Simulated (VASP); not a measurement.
# ReP (Fm-3m) in VASP: further runs

The runs below take ReP through single point, with PBE.

All numbers are computed with VASP 6.6.1; they aren't measurements. Logs are shortened: lines on timing, memory, paths and dates and some standing lists are left out, and cuts for length are marked.

### 1 The cell of the first run

It takes space group Fm-3m (No. 225, cubic). Conventional cell: a = 4.850 Å, b = 4.850 Å, c = 4.850 Å, α = 90.00°, β = 90.00°, γ = 90.00°. Within 3.2 Å of Re (site symmetry m-3m) lie 6 P at 2.42 Å. P (site symmetry m-3m) has 6 Re at 2.42 Å within 3.2 Å.

### 2 Single point, PBE (14.26 Å³/atom)

INCAR

```
ALGO = Normal
EDIFF = 1E-7
ENCUT = 520
GGA = PE
ISIF = 2
ISMEAR = 0
LASPH = True
LCHARG = False
LREAL = False
LWAVE = False
NBANDS = 13
NELM = 60
PREC = Accurate
SIGMA = 0.05
```

KPOINTS

```
k-points
0
Gamma
  12 12 12
```

POSCAR

```
ReP
1.0
    0.0000000000      2.4247599281      2.4247599281
    2.4247599281      0.0000000000      2.4247599281
    2.4247599281      2.4247599281      0.0000000000
Re P
1 1
Direct
    0.5000000000      0.5000000000      0.5000000000
    0.0000000000      0.0000000000      0.0000000000
```

Potentials or basis: VASP PAW PBE potentials, release 64 (Re, P).

Started as:

```console
cat potpaw_PBE.64/Re/POTCAR potpaw_PBE.64/P/POTCAR > POTCAR
mpirun -np 1 vasp_std > vasp.out
```

OUTCAR:

```text
EDIFF = 1E-7
   ENCUT = 520
   GGA = PE
   ISIF = 2
   ISMEAR = 0
   LASPH = True
   LREAL = False
   NELM = 60
   PREC = Accurate

 ion  position               nearest neighbor table
   1  0.500  0.500  0.500-   2 2.42   2 2.42   2 2.42   2 2.42   2 2.42   2 2.42
   2  0.000  0.000  0.000-   1 2.42   1 2.42   1 2.42   1 2.42   1 2.42   1 2.42

  LATTYP: Found a face centered cubic cell.
 ALAT       =     4.8495198562

  Lattice vectors:

 A1 = (   0.0000000000,   2.4247599281,   2.4247599281)
 A2 = (   2.4247599281,   0.0000000000,   2.4247599281)
 A3 = (   2.4247599281,   2.4247599281,   0.0000000000)

Analysis of symmetry for initial positions (statically):
=====================================================================
 Subroutine PRICEL returns:
 Original cell was already a primitive cell.

 Routine SETGRP: Setting up the symmetry group for a
 face centered cubic supercell.

 Subroutine GETGRP returns: Found 48 space group operations
 (whereof 48 operations were pure point group operations)
 out of a pool of 48 trial point group operations.

The static configuration has the point symmetry O_h .

Analysis of symmetry for dynamics (positions and initial velocities):
=====================================================================
 Subroutine PRICEL returns:
 Original cell was already a primitive cell.

 Routine SETGRP: Setting up the symmetry group for a
 face centered cubic supercell.

 Subroutine GETGRP returns: Found 48 space group operations
 (whereof 48 operations were pure point group operations)
 out of a pool of 48 trial point group operations.

The dynamic configuration has the point symmetry O_h .

 Subroutine INISYM returns: Found 48 space group operations
 (whereof 48 operations are pure point group operations),
 and found     1 'primitive' translations

----------------------------------------------------------------------------------------

                                     Primitive cell

  volume of cell :      28.5126

  direct lattice vectors                    reciprocal lattice vectors
     0.000000000  2.424759928  2.424759928    -0.206205981  0.206205981  0.206205981
     2.424759928  0.000000000  2.424759928     0.206205981 -0.206205981  0.206205981
     2.424759928  2.424759928  0.000000000     0.206205981  0.206205981 -0.206205981

  length of vectors
     3.429128376  3.429128376  3.429128376     0.357159236  0.357159236  0.357159236

  position of ions in fractional coordinates (direct lattice)
     0.500000000  0.500000000  0.500000000
     0.000000000  0.000000000  0.000000000

  ion indices of the primitive-cell ions
   primitive index   ion index
                 1           1
                 2           2

----------------------------------------------------------------------------------------

 KPOINTS: k-points

Automatic generation of k-mesh.
 Grid dimensions read from file:
 generate k-points for:   12   12   12

 Generating k-lattice:

  Cartesian coordinates                     Fractional coordinates (reciprocal lattice)
    -0.017183832  0.017183832  0.017183832     0.083333333  0.000000000  0.000000000
     0.017183832 -0.017183832  0.017183832     0.000000000  0.083333333  0.000000000
     0.017183832  0.017183832 -0.017183832     0.000000000  0.000000000  0.083333333

  Length of vectors
     0.029763270  0.029763270  0.029763270

  Shift w.r.t. Gamma in fractional coordinates (k-lattice)
     0.000000000  0.000000000  0.000000000

 Subroutine IBZKPT returns following result:
 ===========================================

 Found     72 irreducible k-points:

 Following reciprocal coordinates:
            Coordinates               Weight
  0.000000  0.000000  0.000000      1.000000
  0.083333  0.000000  0.000000      8.000000
  0.166667  0.000000  0.000000      8.000000
  0.250000  0.000000  0.000000      8.000000
  0.333333  0.000000  0.000000      8.000000
  0.416667  0.000000  0.000000      8.000000
[... 16 lines left out ...]
  0.500000  0.166667  0.000000     24.000000
 -0.416667  0.166667  0.000000     24.000000
 [... further k-points ...]
   k-points           NKPTS =     72   k-points in BZ     NKDIM =     72   number of bands    NBANDS=     13
   number of dos      NEDOS =    301   number of ions     NIONS =      2
   total plane-waves  NPLWV =  21952
   dimension x,y,z NGX =    28 NGY =   28 NGZ =   28
   dimension x,y,z NGXF=    56 NGYF=   56 NGZF=   56
   ions per type =               1   1
   NGX,Y,Z   is equivalent  to a cutoff of  13.57, 13.57, 13.57 a.u.
   NGXF,Y,Z  is equivalent  to a cutoff of  27.15, 27.15, 27.15 a.u.
 SYSTEM =  unknown system
   PREC   = accura    normal or accurate (medium, high low for compatibility)
   ISTART =      0    job   : 0-new  1-cont  2-samecut
   ICHARG =      2    charge: 1-file 2-atom 10-const
   ISPIN  =      1    spin polarized calculation?
   LNONCOLLINEAR =      F non collinear calculations
   LSORBIT =      F    spin-orbit coupling
   LASPH  =      T    aspherical Exc in radial PAW
   ENCUT  =  520.0 eV  38.22 Ry    6.18 a.u.   6.38  6.38  6.38*2*pi/ulx,y,z
   NELM   =     60;   NELMIN=  2; NELMDL= -5     # of ELM steps
   EDIFF  = 0.1E-06   stopping-criterion for ELM
   LREAL  =      F    real-space projection
   EDIFFG = 0.1E-05   stopping-criterion for IOM
   NSW    =      0    number of steps for IOM
   IBRION =     -1    ionic relax: 0-MD 1-quasi-New 2-CG
   NFREE  =      0    steps in history (QN), initial steepest desc. (CG)
   ISIF   =      2    stress and relaxation
   ISYM   =      2    0-nonsym 1-usesym 2-fastsym
   POTIM  = 0.5000    time-step for ionic-motion
   TEBEG  =    0.0;   TEEND  =   0.0 temperature during run
   PSTRESS=    0.0 pullay stress
   NELECT =      12.0000    total number of electrons
   NUPDOWN=      -1.0000    fix difference up-down
   EMIN   =  10.00;   EMAX   =-10.00  energy-range for DOS
   EFERMI =   0.00;   METHOD = LEGACY
   ISMEAR =     0;   SIGMA  =   0.05  broadening in eV -4-tet -1-fermi 0-gaus
   EFERMI_NEDOS =   21; number of points for ismear=-14 and -15
   IALGO  =     38    algorithm
   IMIX   =      4    mixing-type and parameters
     AMIX     =   0.40;   BMIX     =  1.00
     AMIX_MAG =   1.60;   BMIX_MAG =  1.00
  volume/ion in A,a.u.               =      14.26        96.21
  Fermi-wavevector in a.u.,A,eV,Ry     =   1.226845  2.318402 20.478804  1.505150
  Thomas-Fermi vector in A             =   2.361831
   LORBIT       =      0    0 simple, 1 ext, 2 COOP (PROOUT), +10 PAW based schemes
   GGA     = PE    functional components
   LHFCALC =     F    Hartree Fock is set to
   AEXX    =    0.0000 exact exchange contribution
   IVDW    =     0    specifies the selected vdW correction
   LEPSILON=     F    determine dielectric tensor
   LRPA    =     F    only Hartree local field effects (RPA)
 non-spin polarized calculation
 Gauss-broadening in eV      SIGMA  =   0.05
  energy-cutoff  :      520.00
  volume of cell :       28.51
 maximum number of plane-waves:       781
 NGX is ok and might be reduce to    28
   NGX = 13   NGY = 13   NGZ = 13

 number of electron      11.9999999 magnetization

 Free energy of the ion-electron system (eV)
  ---------------------------------------------------
  ext. energy  EPLUGINS =         0.00000000
  ---------------------------------------------------
  free energy    TOTEN  =       -16.51599484 eV

  energy without entropy =      -16.51292218  energy(sigma->0) =      -16.51445851

 E-fermi :   9.5675     XC(G=0): -12.6116

 val. band max:        9.5449625786   @ k =   0.5000   0.2500   0.0000
 cond. band min:       9.5830499772   @ k =  -0.4167   0.3333   0.0833
 fundamental gap:      0.0380873986
 Fermi energy:         9.5674934453

 k-point     1 :       0.0000    0.0000    0.0000
  band No.  band energies     occupation
      1      -5.4149      2.00000
      2       6.5221      2.00000
      3       6.5221      2.00000
      4       6.5221      2.00000
      5       6.9836      2.00000
      6       6.9836      2.00000
      7       9.2739      2.00000
      8       9.2739      2.00000
      9       9.2739      2.00000
     10      16.1140      0.00000
     11      18.4658      0.00000
     12      23.3908      0.00000
     13      23.3908      0.00000

 k-point     2 :       0.0833    0.0000    0.0000
  band No.  band energies     occupation
      1      -5.2718      2.00000
      2       6.1452      2.00000
      3       6.3333      2.00000
      4       6.3333      2.00000
      5       6.7792      2.00000
      6       6.7792      2.00000
      7       9.1809      2.00000
      8       9.9721      0.00000
      9       9.9721      0.00000
     10      16.6181      0.00000
     11      18.6954      0.00000
     12      22.6051      0.00000
     13      22.9578      0.00000

 k-point     3 :       0.1667    0.0000    0.0000
  band No.  band energies     occupation
      1      -4.8511      2.00000
      2       5.1514      2.00000
      3       5.5193      2.00000
      4       5.5193      2.00000
      5       7.1080      2.00000
      6       7.1080      2.00000
      7       9.0745      2.00000
      8      11.3483      0.00000
      9      11.3483      0.00000
     10      17.5748      0.00000
     11      18.9780      0.00000
     12      21.6998      0.00000
     13      21.7267      0.00000
[... 305 lines left out ...]
 k-point    23 :       0.5000    0.1667    0.0000
  band No.  band energies     occupation
      1      -2.2074      2.00000
      2       1.3822      2.00000
      3       3.7110      2.00000
      4       4.1827      2.00000
      5       8.3424      2.00000
      6       9.4444      1.99950
      7      10.0062      0.00000
      8      13.4752      0.00000
      9      13.6657      0.00000
     10      15.4013      0.00000
     11      17.9266      0.00000
     12      19.0377      0.00000
     13      20.4460      0.00000

 k-point    24 :      -0.4167    0.1667    0.0000
  band No.  band energies     occupation
      1      -2.0239      2.00000
      2       1.1624      2.00000
      3       3.7348      2.00000
      4       3.9704      2.00000
      5       9.0631      2.00000
      6       9.1423      2.00000
      7       9.7735      0.00000
      8      13.2312      0.00000
      9      14.5263      0.00000
     10      14.7828      0.00000
     11      18.4189      0.00000
     12      18.9919      0.00000
     13      20.7118      0.00000

 [... further k-points ...]

------------------------ aborting loop because EDIFF is reached ----------------------------------------

  FORCE on cell =-STRESS in cart. coord.  units (eV):
  Direction    XX          YY          ZZ          XY          YZ          ZX
  --------------------------------------------------------------------------------------
  -------------------------------------------------------------------------------------
  Total        1.9456662      1.9456662      1.9456662      0.0000000      0.0000000      0.0000000
  in kB      109.3308417    109.3308417    109.3308417      0.0000000      0.0000000      0.0000000
  external PRESSURE =     109.3308417 kB  Pullay stress =       0.0000000 kB

 VOLUME and BASIS-vectors are now :
 -----------------------------------------------------------------------------
  energy-cutoff  :      520.00
  volume of cell :       28.51
      direct lattice vectors                 reciprocal lattice vectors
     0.000000000  2.424759928  2.424759928    -0.206205981  0.206205981  0.206205981
     2.424759928  0.000000000  2.424759928     0.206205981 -0.206205981  0.206205981
     2.424759928  2.424759928  0.000000000     0.206205981  0.206205981 -0.206205981

 POSITION                                       TOTAL-FORCE (eV/Angst)
 -----------------------------------------------------------------------------------
      2.42476      2.42476      2.42476         0.000000      0.000000      0.000000
      0.00000      0.00000      0.00000        -0.000000     -0.000000     -0.000000
 -----------------------------------------------------------------------------------
    total drift:                                0.000000      0.000000      0.000000

  FREE ENERGIE OF THE ION-ELECTRON SYSTEM (eV)
  ---------------------------------------------------
  free  energy   TOTEN  =       -16.5159948431 eV

  energy  without entropy=      -16.5129221794  energy(sigma->0) =      -16.51445851
```

It took 46 s on 1 thread of Intel Xeon 8259CL, shared host; peak memory 0.17 GiB.

Results:

```
Free energy            : -16.5160 eV
Pressure               : 10.9 GPa
Band gap on the k mesh : zero (bands 6 and 7 overlap by 0.81 eV)
```

Caveat: the cell stands under pressure; spin-orbit coupling is left out, which moves the levels of the heavy elements.

(Continued in part 2 of 2.)
